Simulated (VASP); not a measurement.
# Be3N2 (P-3m1) in VASP: further runs, part 2 of 2

VASP 6.6.1.

### Step 3. Relaxation of cell and atoms, LDA

This run uses another cell than the first one, of 6.42 Å³/atom, 1.046 times its volume.

Input file INCAR:

```
SYSTEM = Be3N2
PREC = Accurate ; ENCUT = 600
EDIFF = 1E-6 ; ISMEAR = 1
SIGMA = 0.02 ; LREAL = .False.
LASPH = .True. ; NELM = 60
ALGO = Normal ; ISIF = 3
LWAVE = .False. ; LCHARG = .False.
IBRION = 2 ; NSW = 80
EDIFFG = -0.02
```

Input file KPOINTS:

```
regular mesh
0
Gamma
  9 9 5
  0 0 0
```

Input file POSCAR:

```
Be3N2
1.0
    2.8177780000      0.0000000000      0.0000000000
   -1.4088890000      2.4402673302      0.0000000000
    0.0000000000      0.0000000000      4.6670220000
Be N
3 2
Direct
    0.0000000000      0.0000000000      0.0000000000
    0.6666666667      0.3333333333      0.6496330000
    0.3333333333      0.6666666667      0.3503670000
    0.3333333333      0.6666666667      0.7470580000
    0.6666666667      0.3333333333      0.2529420000
```

Potentials or basis: VASP PAW LDA potentials, release 64 (Be, N).

On the command line:

```bash
cat potpaw_LDA.64/Be/POTCAR potpaw_LDA.64/N/POTCAR > POTCAR
mpirun -np 1 vasp_std > vasp.out
```

OUTCAR:

```text
SYSTEM = Be3N2
   PREC = Accurate
   ENCUT = 600
   EDIFF = 1E-6
   ISMEAR = 1
   LREAL = .False.
   LASPH = .True.
   NELM = 60
   ISIF = 3
   IBRION = 2
   NSW = 80
   EDIFFG = -0.02

 ion  position               nearest neighbor table
   1  0.000  0.000  0.000-   4 2.01   5 2.01   4 2.01   5 2.01   5 2.01   4 2.01   2 2.31   3 2.31
                             3 2.31   2 2.31   3 2.31   2 2.31
   2  0.667  0.333  0.650-   4 1.69   4 1.69   4 1.69   5 1.85   3 2.14   3 2.14   3 2.14   1 2.31
                             1 2.31   1 2.31
   3  0.333  0.667  0.350-   5 1.69   5 1.69   5 1.69   4 1.85   2 2.14   2 2.14   2 2.14   1 2.31
                             1 2.31   1 2.31
   4  0.333  0.667  0.747-   2 1.69   2 1.69   2 1.69   3 1.85   1 2.01   1 2.01   1 2.01
   5  0.667  0.333  0.253-   3 1.69   3 1.69   3 1.69   2 1.85   1 2.01   1 2.01   1 2.01

  LATTYP: Found a hexagonal cell.
 ALAT       =     2.8177780000
 C/A-ratio  =     1.6562773930

  Lattice vectors:

 A1 = (   2.8177780000,   0.0000000000,   0.0000000000)
 A2 = (  -1.4088890000,   2.4402673302,   0.0000000000)
 A3 = (   0.0000000000,   0.0000000000,   4.6670220000)

Analysis of symmetry for initial positions (statically):
=====================================================================
 Subroutine PRICEL returns:
 Original cell was already a primitive cell.

 Routine SETGRP: Setting up the symmetry group for a
 hexagonal supercell.

 Subroutine GETGRP returns: Found 12 space group operations
 (whereof 12 operations were pure point group operations)
 out of a pool of 24 trial point group operations.

The static configuration has the point symmetry D_3d.

Analysis of symmetry for dynamics (positions and initial velocities):
=====================================================================
 Subroutine PRICEL returns:
 Original cell was already a primitive cell.

 Routine SETGRP: Setting up the symmetry group for a
 hexagonal supercell.

 Subroutine GETGRP returns: Found 12 space group operations
 (whereof 12 operations were pure point group operations)
 out of a pool of 24 trial point group operations.

The dynamic configuration has the point symmetry D_3d.

 Subroutine INISYM returns: Found 12 space group operations
 (whereof 12 operations are pure point group operations),
 and found     1 'primitive' translations

----------------------------------------------------------------------------------------

                                     Primitive cell

  volume of cell :      32.0911

  direct lattice vectors                    reciprocal lattice vectors
     2.817778000  0.000000000  0.000000000     0.354889562  0.204895584  0.000000000
    -1.408889000  2.440267330  0.000000000     0.000000000  0.409791168  0.000000000
     0.000000000  0.000000000  4.667022000     0.000000000  0.000000000  0.214269399

  length of vectors
     2.817778000  2.817778000  4.667022000     0.409791168  0.409791168  0.214269399

  position of ions in fractional coordinates (direct lattice)
     0.000000000  0.000000000  0.000000000
     0.666666667  0.333333333  0.649633000
     0.333333333  0.666666667  0.350367000
     0.333333333  0.666666667  0.747058000
     0.666666667  0.333333333  0.252942000

  ion indices of the primitive-cell ions
   primitive index   ion index
                 1           1
                 2           2
                 3           3
                 4           4
                 5           5

----------------------------------------------------------------------------------------

 KPOINTS: regular mesh
[... 62 lines left out ...]
   ISPIN  =      1    spin polarized calculation?
   LNONCOLLINEAR =      F non collinear calculations
   LSORBIT =      F    spin-orbit coupling
   LASPH  =      T    aspherical Exc in radial PAW
   ENCUT  =  600.0 eV  44.10 Ry    6.64 a.u.   5.63  5.63  9.32*2*pi/ulx,y,z
   NELM   =     60;   NELMIN=  2; NELMDL= -5     # of ELM steps
   EDIFF  = 0.1E-05   stopping-criterion for ELM
   LREAL  =      F    real-space projection
   EDIFFG = -.2E-01   stopping-criterion for IOM
   NSW    =     80    number of steps for IOM
   IBRION =      2    ionic relax: 0-MD 1-quasi-New 2-CG
   NFREE  =      1    steps in history (QN), initial steepest desc. (CG)
   ISIF   =      3    stress and relaxation
   ISYM   =      2    0-nonsym 1-usesym 2-fastsym
   POTIM  = 0.5000    time-step for ionic-motion
   TEBEG  =    0.0;   TEEND  =   0.0 temperature during run
   PSTRESS=    0.0 pullay stress
   NELECT =      16.0000    total number of electrons
   NUPDOWN=      -1.0000    fix difference up-down
   EMIN   =  10.00;   EMAX   =-10.00  energy-range for DOS
   EFERMI =   0.00;   METHOD = LEGACY
   ISMEAR =     1;   SIGMA  =   0.02  broadening in eV -4-tet -1-fermi 0-gaus
   EFERMI_NEDOS =   21; number of points for ismear=-14 and -15
   IALGO  =     38    algorithm
   IMIX   =      4    mixing-type and parameters
     AMIX     =   0.40;   BMIX     =  1.00
     AMIX_MAG =   1.60;   BMIX_MAG =  1.00
  volume/ion in A,a.u.               =       6.42        43.31
  Fermi-wavevector in a.u.,A,eV,Ry     =   1.298136  2.453121 22.927949  1.685157
  Thomas-Fermi vector in A             =   2.429484
   LORBIT       =      0    0 simple, 1 ext, 2 COOP (PROOUT), +10 PAW based schemes
   GGA     = CA    functional components
   LHFCALC =     F    Hartree Fock is set to
   AEXX    =    0.0000 exact exchange contribution
   IVDW    =     0    specifies the selected vdW correction
   LEPSILON=     F    determine dielectric tensor
   LRPA    =     F    only Hartree local field effects (RPA)
 conjugate gradient relaxation of ions
 non-spin polarized calculation
 Methfessel and Paxton  Order N= 1 SIGMA  =   0.02
  energy-cutoff  :      600.00
  volume of cell :       32.09
 maximum number of plane-waves:      1099
 NGX is ok and might be reduce to    24
   NGX = 11   NGY = 11   NGZ = 19

--------------------------------------- Ionic step        1  -------------------------------------------

 number of electron      15.9999998 magnetization

 Free energy of the ion-electron system (eV)
  ---------------------------------------------------
  ext. energy  EPLUGINS =         0.00000000
  ---------------------------------------------------
  free energy    TOTEN  =       -35.95670950 eV

  energy without entropy =      -35.95672673  energy(sigma->0) =      -35.95671524

------------------------ aborting loop because EDIFF is reached ----------------------------------------

  FORCE on cell =-STRESS in cart. coord.  units (eV):
  Direction    XX          YY          ZZ          XY          YZ          ZX
  --------------------------------------------------------------------------------------
  -------------------------------------------------------------------------------------
  Total       -1.9683372     -1.9683372     -1.8025541     -0.0000000      0.0000000      0.0000000
  in kB      -98.2711548    -98.2711548    -89.9942723     -0.0000000      0.0000000      0.0000000
  external PRESSURE =     -95.5121940 kB  Pullay stress =       0.0000000 kB
[... 182 lines left out ...]
--------------------------------------- Ionic step        6  -------------------------------------------

 number of electron      16.0000000 magnetization

 Free energy of the ion-electron system (eV)
  ---------------------------------------------------
  ext. energy  EPLUGINS =         0.00000000
  ---------------------------------------------------
  free energy    TOTEN  =       -35.99806520 eV

  energy without entropy =      -35.99808268  energy(sigma->0) =      -35.99807103

 E-fermi :   7.2351     XC(G=0): -12.1186

 val. band max:        7.2182911318   @ k =   0.1111   0.0000   0.0000
 cond. band min:      11.5355871438   @ k =   0.0000   0.4444   0.4000
 fundamental gap:      4.3172960120
 Fermi energy:         7.2351027562

 k-point     1 :       0.0000    0.0000    0.0000
  band No.  band energies     occupation
      1     -10.0310      2.00000
      2      -7.2708      2.00000
      3      -1.3126      2.00000
      4       5.6688      2.00000
      5       5.6688      2.00000
      6       6.8541      2.00000
      7       6.8541      2.00000
      8       7.1869      2.00344
      9      14.2486      0.00000
     10      14.6920      0.00000
     11      15.5496      0.00000
     12      15.5496      0.00000
[... 331 lines left out ...]
 k-point    24 :      -0.1111    0.3333    0.2000
  band No.  band energies     occupation
      1      -8.6475      2.00000
      2      -6.8327      2.00000
      3       0.3537      2.00000
      4       1.9507      2.00000
      5       2.8214      2.00000
      6       4.0017      2.00000
      7       5.3057      2.00000
      8       6.4064      2.00000
      9      13.5400      0.00000
     10      15.5123      0.00000
     11      15.8381      0.00000
     12      16.4347      0.00000

 [... further k-points ...]
[... 5 lines left out ...]
  --------------------------------------------------------------------------------------
  -------------------------------------------------------------------------------------
  Total        0.0080874      0.0080874     -0.0165600      0.0000000      0.0000000      0.0000000
  in kB        0.4215534      0.4215534     -0.8631798      0.0000000      0.0000000      0.0000000
  external PRESSURE =      -0.0066910 kB  Pullay stress =       0.0000000 kB
[... 20 lines left out ...]
  FREE ENERGIE OF THE ION-ELECTRON SYSTEM (eV)
  ---------------------------------------------------
  free  energy   TOTEN  =       -35.9980652004 eV

  energy  without entropy=      -35.9980826817  energy(sigma->0) =      -35.99807103

 reached required accuracy - stopping structural energy minimisation
```

OSZICAR:

```text
N       E                     dE             d eps       ncg     rms          rms(c)
DAV:   1     0.532725613089E+02    0.53273E+02   -0.90439E+03  1200   0.140E+03
DAV:   2    -0.356634817215E+02   -0.88936E+02   -0.81976E+02  1752   0.249E+02
DAV:   3    -0.386958026309E+02   -0.30323E+01   -0.30185E+01  1588   0.508E+01
DAV:   4    -0.387170460552E+02   -0.21243E-01   -0.21214E-01  1512   0.454E+00
[... 42 lines left out ...]
DAV:   1    -0.359981353969E+02   -0.17576E-03   -0.11176E-02  1316   0.991E-01    0.481E-02
DAV:   2    -0.359980917627E+02    0.43634E-04   -0.21719E-04  1532   0.134E-01    0.286E-02
DAV:   3    -0.359980662589E+02    0.25504E-04   -0.32626E-05  1540   0.539E-02    0.692E-03
DAV:   4    -0.359980652300E+02    0.10288E-05   -0.57990E-06  1436   0.212E-02    0.176E-03
DAV:   5    -0.359980652004E+02    0.29651E-07   -0.15025E-07   748   0.388E-03
   6 F= -.35998065E+02 E0= -.35998071E+02  d E =-.105775E-03
```

Run time: 87 s. Hardware: 1 thread of AMD EPYC 7R13, shared host; peak memory 0.12 GiB.

What came out:

* Free energy: -35.9981 eV
* Relaxed volume: 6.15 Å³/atom
* Relaxed cell: a = 2.781 Å, b = 2.781 Å, c = 4.590 Å, α = 90.00°, β = 90.00°, γ = 120.00°
* Space group after relaxing (to 0.05 Å): P-3m1 (No. 164)
* Energy gained by relaxing: 8.3 meV/atom
* Ionic steps: 6
* Pressure after relaxing: 0.0 GPa
* Largest force after relaxing: 0.007 eV/Å
* Band gap on the k mesh: 4.32 eV, indirect (least direct gap 6.22 eV)

Forces on the atoms (eV/Å):
```
Be   0.000  0.000  0.000
Be   0.000  0.000 -0.007
Be   0.000  0.000  0.007
N    0.000  0.000 -0.007
N    0.000  0.000  0.007
```

Stress tensor (GPa, compression positive):
```
 0.04  0.00  0.00
 0.00  0.04  0.00
 0.00  0.00 -0.09
```

Step by step:
```csv
step,energy change (eV),largest force (eV/Å),pressure (GPa),volume (Å³)
1,0.0000,0.0976,-9.55,32.09
2,-0.0338,0.2446,3.75,30.35
3,-0.0397,0.1457,-0.18,30.81
4,-0.0412,0.0413,0.05,30.73
5,-0.0412,0.0257,0.02,30.74
6,-0.0414,0.0070,0.00,30.74
```

Final structure:
```
CELL_PARAMETERS angstrom
2.78074 0.00000 0.00000
-1.39037 2.40820 0.00000
0.00000 0.00000 4.59004
ATOMIC_POSITIONS crystal
Be 0.00000 0.00000 0.00000
Be 0.66667 0.33333 0.64886
Be 0.33333 0.66667 0.35114
N 0.33333 0.66667 0.74744
N 0.66667 0.33333 0.25256
```

Levels at points of the mesh, in eV from the valence-band top:
| k point | band 5 | band 6 | band 7 | band 8 | band 9 | band 10 | band 11 | band 12 |
| --- | --- | --- | --- | --- | --- | --- | --- | --- |
| (0.00, 0.00, 0.00) | -1.55 | -0.36 | -0.36 | -0.03 | 7.03 | 7.47 | 8.33 | 8.33 |
